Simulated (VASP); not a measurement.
Input of a VASP 6.6.1 run:

POSCAR

```
MnAs
1.0
    3.7100000000      0.0000000000      0.0000000000
   -1.8550000000      3.2129542480      0.0000000000
    0.0000000000      0.0000000000      5.6910000000
As Mn
2 2
Direct
    0.6666666667      0.3333333333      0.7500000000
    0.3333333333      0.6666666667      0.2500000000
    0.0000000000      0.0000000000      0.5000000000
    0.0000000000      0.0000000000      0.0000000000
```

INCAR.step1

```
SYSTEM = MnAs
  PREC = Accurate
  ENCUT = 520
  EDIFF = 1E-5
  ISMEAR = -1
  SIGMA = 0.05
  LREAL = .FALSE.
  LASPH = .TRUE.
  NELM = 150
  ALGO = Normal
  ISIF = 2
  LWAVE = .TRUE.
  LCHARG = .FALSE.
  ISPIN = 2
  MAGMOM = 0 0 4 4
  LORBIT = 11
  LMAXMIX = 4
  GGA = PE
  NBANDS = 30
  LUSENCCL = .FALSE.
```

INCAR.step2

```
SYSTEM = MnAs
  PREC = Accurate
  ENCUT = 520
  EDIFF = 1E-6
  ISMEAR = -1
  SIGMA = 0.05
  LREAL = .FALSE.
  LASPH = .TRUE.
  NELM = 150
  ALGO = Normal
  ISIF = 2
  LWAVE = .FALSE.
  LCHARG = .FALSE.
  ISPIN = 2
  MAGMOM = 0 0 4 4
  LORBIT = 11
  LMAXMIX = 4
  GGA = PE
  LHFCALC = .TRUE.
  AEXX = 0.4
  HFSCREEN = 0.2
  PRECFOCK = Normal
  ISTART = 1
  NBANDS = 30
  LUSENCCL = .FALSE.
```

File KPOINTS:

```
Automatic mesh
0
G
  4 4 3
  0 0 0
```

Potentials or basis: VASP PAW PBE potentials, release 64 (As, Mn_pv).

Command:

```bash
$ cat potpaw_PBE.64/As/POTCAR potpaw_PBE.64/Mn_pv/POTCAR > POTCAR
$ cp INCAR.step1 INCAR
$ mpirun -np 1 vasp_std > vasp.out
$ cp INCAR.step2 INCAR
$ mpirun -np 1 vasp_std > vasp.out
```

Problem. Predict the site moments.

Solution. As -0.29; Mn +4.28 μB.

Problem. Estimate the net moment.

Solution. 8.04 μB per cell.

Stress tensor (GPa, compression positive):
```
11.97  0.00  0.00
 0.00 11.97  0.00
 0.00  0.00 12.74
```

Caveat: the k points lie up to 0.49 Å⁻¹ apart; the PAW data sets were made with another functional, which shifts forces and pressure a little.
